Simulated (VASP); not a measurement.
# Li (C2/m) in VASP: notebook, part 2 of 2

VASP 6.6.1.

### 4 Single point, PBE (19.01 Å³/atom)

This run uses another cell than the first one, of 19.01 Å³/atom.

INCAR reads:

```
SYSTEM = Li
PREC = Accurate
ENCUT = 520
EDIFF = 1E-6
ISMEAR = 0
SIGMA = 0.1
LREAL = .FALSE.
LASPH = .TRUE.
NELM = 100
ALGO = Fast
ISIF = 2
LWAVE = .FALSE.
LCHARG = .TRUE.
GGA = PE
LELF = .TRUE.
LVHAR = .TRUE.
NBANDS = 8
```

KPOINTS reads:

```
regular mesh
0
G
  22 22 24
  0 0 0
```

POSCAR reads:

```
Li
1.0
    1.8654758943     -2.2571879504     -0.0209749382
    1.8654758943      2.2571879504     -0.0209749382
   -1.8471709973      0.0000000000      2.2781647437
Li
1
Direct
    0.0000000000      0.0000000000      0.0000000000
```

Potentials or basis: VASP PAW PBE potentials, release 64 (Li_sv).

Run with:

```bash
> cat potpaw_PBE.64/Li_sv/POTCAR > POTCAR
> mpirun -np 1 vasp_std > vasp.out
```

OUTCAR:

```text
SYSTEM = Li
   PREC = Accurate
   ENCUT = 520
   EDIFF = 1E-6
   ISMEAR = 0
   LREAL = .FALSE.
   LASPH = .TRUE.
   NELM = 100
   ISIF = 2
   GGA = PE

 ion  position               nearest neighbor table
   1  0.000  0.000  0.000-

  Warning from LATTYP: Got some problem with cell dimensions!
  Tried to take original basis but could not verify dimensions!
  LATTYP: Found a base centered monoclinic cell.
 ALAT       =     3.7311876180
 B/A-ratio  =     1.2099032166
 C/A-ratio  =     0.7836422824
 COS(beta)  =    -0.6356268925

  Lattice vectors:

 A1 = (  -1.8654758943,   2.2571879504,   0.0209749382)
 A2 = (  -1.8654758943,  -2.2571879504,   0.0209749382)
 A3 = (   1.8837807913,   0.0000000000,   2.2362148673)

Analysis of symmetry for initial positions (statically):
=====================================================================
 Subroutine PRICEL returns:
 Original cell was already a primitive cell.

 Routine SETGRP: Setting up the symmetry group for a
 base centered monoclinic supercell.

 Subroutine GETGRP returns: Found  4 space group operations
 (whereof  4 operations were pure point group operations)
 out of a pool of  4 trial point group operations.

The static configuration has the point symmetry C_2h.

Analysis of symmetry for dynamics (positions and initial velocities):
=====================================================================
 Subroutine PRICEL returns:
 Original cell was already a primitive cell.

 Routine SETGRP: Setting up the symmetry group for a
 base centered monoclinic supercell.

 Subroutine GETGRP returns: Found  4 space group operations
 (whereof  4 operations were pure point group operations)
 out of a pool of  4 trial point group operations.

The dynamic configuration has the point symmetry C_2h.

 Subroutine INISYM returns: Found  4 space group operations
 (whereof  4 operations are pure point group operations),
 and found     1 'primitive' translations

----------------------------------------------------------------------------------------

[... 109 lines left out ...]
     AMIX     =   0.40;   BMIX     =  1.00
     AMIX_MAG =   1.60;   BMIX_MAG =  1.00
  volume/ion in A,a.u.               =      19.01       128.29
  Fermi-wavevector in a.u.,A,eV,Ry     =   0.884675  1.671793 10.648589  0.782649
  Thomas-Fermi vector in A             =   2.005606
   LORBIT       =      0    0 simple, 1 ext, 2 COOP (PROOUT), +10 PAW based schemes
   GGA     = PE    functional components
   LHFCALC =     F    Hartree Fock is set to
   AEXX    =    0.0000 exact exchange contribution
   IVDW    =     0    specifies the selected vdW correction
   LEPSILON=     F    determine dielectric tensor
   LRPA    =     F    only Hartree local field effects (RPA)
 non-spin polarized calculation
 RMM-DIIS sequential band-by-band and
 Gauss-broadening in eV      SIGMA  =   0.10
  energy-cutoff  :      520.00
  volume of cell :       19.01
 maximum number of plane-waves:       526
 NGX is ok and might be reduce to    24
   NGX = 11   NGY = 11   NGZ = 11

 number of electron       3.0000002 magnetization

 Free energy of the ion-electron system (eV)
  ---------------------------------------------------
  ext. energy  EPLUGINS =         0.00000000
  ---------------------------------------------------
  free energy    TOTEN  =        -1.90203778 eV

  energy without entropy =       -1.89975420  energy(sigma->0) =       -1.90089599

 E-fermi :   0.8182     XC(G=0):  -7.2025

 val. band max:        0.8168367022   @ k =  -0.0455   0.5000   0.1250
 cond. band min:       0.8183543110   @ k =   0.4545   0.0455   0.0000
 fundamental gap:      0.0015176088
 Fermi energy:         0.8182041661

 k-point     1 :       0.0000    0.0000    0.0000
  band No.  band energies     occupation
      1     -45.6181      2.00000
      2      -2.8328      2.00000
      3      15.7460      0.00000
      4      16.0560      0.00000
      5      16.0609      0.00000
      6      20.0499      0.00000
      7      20.0550      0.00000
      8      20.6511      0.00000
[... 243 lines left out ...]
 k-point    24 :      -0.4545    0.0455   -0.0000
  band No.  band energies     occupation
      1     -45.5949      2.00000
      2       0.4826      2.00000
      3       4.6771      0.00000
      4      12.5088      0.00000
      5      13.6664      0.00000
      6      16.8438      0.00000
      7      18.7116      0.00000
      8      21.2503      0.00000

 [... further k-points ...]
[... 5 lines left out ...]
  --------------------------------------------------------------------------------------
  -------------------------------------------------------------------------------------
  Total        0.1108706      0.1085913      0.1017492      0.0000000      0.0000000      0.0023440
  in kB        9.3439833      9.1518888      8.5752481      0.0000000      0.0000000      0.1975446
  external PRESSURE =       9.0237068 kB  Pullay stress =       0.0000000 kB

 VOLUME and BASIS-vectors are now :
 -----------------------------------------------------------------------------
  energy-cutoff  :      520.00
  volume of cell :       19.01
      direct lattice vectors                 reciprocal lattice vectors
     1.865475894 -2.257187950 -0.020974938     0.270494109 -0.221514562  0.219320782
     1.865475894  2.257187950 -0.020974938     0.270494109  0.221514562  0.219320782
    -1.847170997  0.000000000  2.278164744     0.004980849  0.000000000  0.442988367

 POSITION                                       TOTAL-FORCE (eV/Angst)
 -----------------------------------------------------------------------------------
      0.00000      0.00000      0.00000        -0.000000      0.000000      0.000000
 -----------------------------------------------------------------------------------
    total drift:                               -0.000000     -0.000000      0.000000

  FREE ENERGIE OF THE ION-ELECTRON SYSTEM (eV)
  ---------------------------------------------------
  free  energy   TOTEN  =        -1.9020377783 eV

  energy  without entropy=       -1.8997542009  energy(sigma->0) =       -1.90089599
```

OSZICAR:

```text
N       E                     dE             d eps       ncg     rms          rms(c)
DAV:   1    -0.138928180621E+00   -0.13893E+00   -0.71848E+02 49312   0.262E+02
DAV:   2    -0.187899326908E+01   -0.17401E+01   -0.16949E+01 71472   0.344E+01
DAV:   3    -0.190316990091E+01   -0.24177E-01   -0.24101E-01 54872   0.300E+00
DAV:   4    -0.190344461417E+01   -0.27471E-03   -0.27471E-03 73592   0.278E-01
DAV:   5    -0.190344552514E+01   -0.91097E-06   -0.91112E-06 57104   0.111E-02    0.190E-01
RMM:   6    -0.190244796580E+01    0.99756E-03   -0.14741E-04 73374   0.624E-02    0.116E-01
RMM:   7    -0.190201587314E+01    0.43209E-03   -0.82323E-04 79675   0.138E-01    0.248E-02
RMM:   8    -0.190202859021E+01   -0.12717E-04   -0.81792E-05 81322   0.505E-02    0.567E-03
RMM:   9    -0.190203510073E+01   -0.65105E-05   -0.38341E-05 82185   0.331E-02    0.505E-03
RMM:  10    -0.190203802003E+01   -0.29193E-05   -0.14398E-05 79800   0.213E-02    0.121E-02
RMM:  11    -0.190203777832E+01    0.24170E-06   -0.45286E-06 69888   0.123E-02
   1 F= -.19020378E+01 E0= -.19008960E+01  d E =-.228358E-02
```

stdout:

```text
POSCAR found type information on POSCAR Li
 POSCAR found :  1 types and       1 ions
 scaLAPACK will be used
 LDA part: xc-table for (Slater+PW92), standard interpolation
 POSCAR, INCAR and KPOINTS ok, starting setup
 FFT: planning ... GRIDC
 FFT: planning ... GRID_SOFT
 FFT: planning ... GRID
 WAVECAR not read
 entering main loop
WARNING in EDDRMM: call to ZHEGV failed, returncode =   8  4      7
WARNING in EDDRMM: call to ZHEGV failed, returncode =   6  3      4
WARNING in EDDRMM: call to ZHEGV failed, returncode =   6  3      3
WARNING in EDDRMM: call to ZHEGV failed, returncode =   6  3      2
WARNING in EDDRMM: call to ZHEGV failed, returncode =   8  4      4
WARNING in EDDRMM: call to ZHEGV failed, returncode =   8  4      6
WARNING in EDDRMM: call to ZHEGV failed, returncode =   6  3      6
WARNING in EDDRMM: call to ZHEGV failed, returncode =   6  3      5
WARNING in EDDRMM: call to ZHEGV failed, returncode =   6  3      3
WARNING in EDDRMM: call to ZHEGV failed, returncode =   8  4      4
WARNING in EDDRMM: call to ZHEGV failed, returncode =   8  4      4
WARNING in EDDRMM: call to ZHEGV failed, returncode =   6  3      4
WARNING in EDDRMM: call to ZHEGV failed, returncode =   8  4      7
WARNING in EDDRMM: call to ZHEGV failed, returncode =   6  3      5
WARNING in EDDRMM: call to ZHEGV failed, returncode =   6  3      2
WARNING in EDDRMM: call to ZHEGV failed, returncode =   6  3      3
WARNING in EDDRMM: call to ZHEGV failed, returncode =   6  3      7
WARNING in EDDRMM: call to ZHEGV failed, returncode =   6  3      2
WARNING in EDDRMM: call to ZHEGV failed, returncode =   6  3      4
WARNING in EDDRMM: call to ZHEGV failed, returncode =   6  3      6
WARNING in EDDRMM: call to ZHEGV failed, returncode =   6  3      2
```

Wall time 5.7 min (1 thread of Intel Xeon 8259CL, shared host); peak memory 0.45 GiB.

What came out:

| Item | Value |
| --- | --- |
| Free energy | -1.9020 eV |
| Band gap on the k mesh | zero (an odd number of electrons rules out a gap without spin polarisation) |

Caveat: the cutoff is under 1.25 times the usual one of these potentials, so pressure, stress and relaxed cells hold a basis-set (Pulay) error.

### 5 Single point, PBE (19.62 Å³/atom)

This run uses another cell than the first one, of 19.62 Å³/atom.

INCAR reads:

```
SYSTEM = Li
PREC = Accurate ; ENCUT = 520
EDIFF = 1E-7 ; ISMEAR = 0
SIGMA = 0.1 ; LREAL = .False.
LASPH = .True. ; NELM = 60
ALGO = Fast ; ISIF = 2
LWAVE = .False. ; LCHARG = .True.
GGA = PE ; LELF = .True.
LVHAR = .True. ; NBANDS = 8
```

KPOINTS reads:

```
Automatic mesh
0
Gamma
  22 22 24
  0 0 0
```

POSCAR reads:

```
Li
1.0
    1.8851139258     -2.2809495697     -0.0211957432
    1.8851139258      2.2809495697     -0.0211957432
   -1.8666163315      0.0000000000      2.3021471876
Li
1
Direct
    0.0000000000      0.0000000000      0.0000000000
```

Potentials or basis: VASP PAW PBE potentials, release 64 (Li_sv).

Run with:

```bash
> cat potpaw_PBE.64/Li_sv/POTCAR > POTCAR
> mpirun -np 1 vasp_std > vasp.out
```

OUTCAR:

```text
SYSTEM = Li
   PREC = Accurate
   ENCUT = 520
   EDIFF = 1E-7
   ISMEAR = 0
   LREAL = .False.
   LASPH = .True.
   NELM = 60
   ISIF = 2
   GGA = PE

 ion  position               nearest neighbor table
   1  0.000  0.000  0.000-

  Warning from LATTYP: Got some problem with cell dimensions!
  Tried to take original basis but could not verify dimensions!
  LATTYP: Found a base centered monoclinic cell.
 ALAT       =     3.7704661636
 B/A-ratio  =     1.2099032166
 C/A-ratio  =     0.7836422824
 COS(beta)  =    -0.6356268925

  Lattice vectors:

 A1 = (  -1.8851139258,   2.2809495697,   0.0211957432)
 A2 = (  -1.8851139258,  -2.2809495697,   0.0211957432)
 A3 = (   1.9036115201,   0.0000000000,   2.2597557012)

Analysis of symmetry for initial positions (statically):
=====================================================================
 Subroutine PRICEL returns:
 Original cell was already a primitive cell.

 Routine SETGRP: Setting up the symmetry group for a
 base centered monoclinic supercell.

 Subroutine GETGRP returns: Found  4 space group operations
 (whereof  4 operations were pure point group operations)
 out of a pool of  4 trial point group operations.

The static configuration has the point symmetry C_2h.

[... 158 lines left out ...]
  energy without entropy =       -1.90253739  energy(sigma->0) =       -1.90369034

 E-fermi :   0.7270     XC(G=0):  -7.1243

 val. band max:        0.7250193104   @ k =  -0.1818  -0.4545   0.3333
 cond. band min:       0.7309620439   @ k =  -0.0455   0.5000   0.1250
 fundamental gap:      0.0059427335
 Fermi energy:         0.7270408797

 k-point     1 :       0.0000    0.0000    0.0000
  band No.  band energies     occupation
      1     -45.7576      2.00000
      2      -2.8842      2.00000
      3      15.3259      0.00000
      4      15.6278      0.00000
      5      15.6326      0.00000
      6      19.5733      0.00000
      7      19.5781      0.00000
      8      20.1675      0.00000
[... 243 lines left out ...]
 k-point    24 :      -0.4545    0.0455    0.0000
  band No.  band energies     occupation
      1     -45.7370      2.00000
      2       0.4012      2.00000
      3       4.4756      0.00000
      4      12.1618      0.00000
      5      13.3073      0.00000
      6      16.4316      0.00000
      7      18.2476      0.00000
      8      20.7220      0.00000

 [... further k-points ...]
[... 5 lines left out ...]
  --------------------------------------------------------------------------------------
  -------------------------------------------------------------------------------------
  Total        0.0484330      0.0472054      0.0407589      0.0000000      0.0000000      0.0024812
  in kB        3.9556054      3.8553423      3.3288515      0.0000000      0.0000000      0.2026443
  external PRESSURE =       3.7132664 kB  Pullay stress =       0.0000000 kB

 VOLUME and BASIS-vectors are now :
 -----------------------------------------------------------------------------
  energy-cutoff  :      520.00
  volume of cell :       19.62
      direct lattice vectors                 reciprocal lattice vectors
     1.885113926 -2.280949570 -0.021195743     0.267676257 -0.219206951  0.217036024
     1.885113926  2.280949570 -0.021195743     0.267676257  0.219206951  0.217036024
    -1.866616331  0.000000000  2.302147188     0.004928961  0.000000000  0.438373569

 POSITION                                       TOTAL-FORCE (eV/Angst)
 -----------------------------------------------------------------------------------
      0.00000      0.00000      0.00000         0.000000      0.000000      0.000000
 -----------------------------------------------------------------------------------
    total drift:                                0.000000     -0.000000      0.000000

  FREE ENERGIE OF THE ION-ELECTRON SYSTEM (eV)
  ---------------------------------------------------
  free  energy   TOTEN  =        -1.9048432873 eV

  energy  without entropy=       -1.9025373868  energy(sigma->0) =       -1.90369034
```

OSZICAR:

```text
N       E                     dE             d eps       ncg     rms          rms(c)
DAV:   1    -0.108502638118E+00   -0.10850E+00   -0.71458E+02 49352   0.259E+02
DAV:   2    -0.188007653456E+01   -0.17716E+01   -0.17240E+01 71304   0.346E+01
DAV:   3    -0.190598417225E+01   -0.25908E-01   -0.25866E-01 54856   0.313E+00
DAV:   4    -0.190638083374E+01   -0.39666E-03   -0.39660E-03 73560   0.302E-01
DAV:   5    -0.190638314041E+01   -0.23067E-05   -0.23066E-05 56904   0.129E-02    0.200E-01
RMM:   6    -0.190531525033E+01    0.10679E-02   -0.13825E-04 72987   0.621E-02    0.121E-01
RMM:   7    -0.190482399618E+01    0.49125E-03   -0.76910E-04 80326   0.135E-01    0.252E-02
RMM:   8    -0.190483538911E+01   -0.11393E-04   -0.76700E-05 81547   0.511E-02    0.618E-03
RMM:   9    -0.190484160046E+01   -0.62114E-05   -0.36782E-05 82752   0.344E-02    0.463E-03
RMM:  10    -0.190484406955E+01   -0.24691E-05   -0.13508E-05 83694   0.217E-02    0.967E-03
RMM:  11    -0.190484435156E+01   -0.28201E-06   -0.46186E-06 81405   0.133E-02    0.847E-03
RMM:  12    -0.190484395142E+01    0.40014E-06   -0.14542E-06 75752   0.746E-03    0.508E-03
RMM:  13    -0.190484376436E+01    0.18705E-06   -0.49241E-07 64566   0.416E-03    0.372E-03
RMM:  14    -0.190484349681E+01    0.26755E-06   -0.15964E-07 58080   0.234E-03    0.162E-03
RMM:  15    -0.190484330093E+01    0.19587E-06   -0.48508E-08 52522   0.135E-03    0.841E-05
RMM:  16    -0.190484328730E+01    0.13632E-07   -0.15552E-08 45531   0.708E-04
   1 F= -.19048433E+01 E0= -.19036903E+01  d E =-.230590E-02
```

It took 7.1 min on 1 thread of Intel Xeon 8259CL, shared host; peak memory 0.46 GiB.

What came out:

* Free energy: -1.9048 eV
* Band gap on the k mesh: zero (an odd number of electrons rules out a gap without spin polarisation)

Caveat: the cutoff is under 1.25 times the usual one of these potentials, so pressure, stress and relaxed cells hold a basis-set (Pulay) error.

### 6 The runs side by side

```tsv
cell	further INCAR settings	gap on the mesh (eV)
a = 2.865, b = 2.865, c = 2.869 Å, angles 114.0, 114.0, 100.9°, 1 atom	ALGO = Fast; EDIFF = 1e-06; NBANDS = 8	none
a = 2.897, b = 2.897, c = 2.901 Å, angles 114.0, 114.0, 100.9°, 1 atom	ALGO = Fast; EDIFF = 1e-06; NBANDS = 8	none
a = 2.928, b = 2.928, c = 2.933 Å, angles 114.0, 114.0, 100.9°, 1 atom	ALGO = Fast; EDIFF = 1e-06; NBANDS = 8	none
a = 2.959, b = 2.959, c = 2.964 Å, angles 114.0, 114.0, 100.9°, 1 atom	ALGO = Fast; EDIFF = 1e-07; NBANDS = 8	none
```

Alike in all rows: task single point; level PBE; potentials or basis VASP PAW PBE potentials, release 64 (Li_sv); no spin polarisation; k mesh 22 × 22 × 24; cutoff (eV) 520; smearing gaussian 0.1 eV.

Caveats: the cutoff is under 1.25 times the usual one of these potentials, so pressure, stress and relaxed cells hold a basis-set (Pulay) error.

Absolute energies hang on the potentials; compare differences alone.
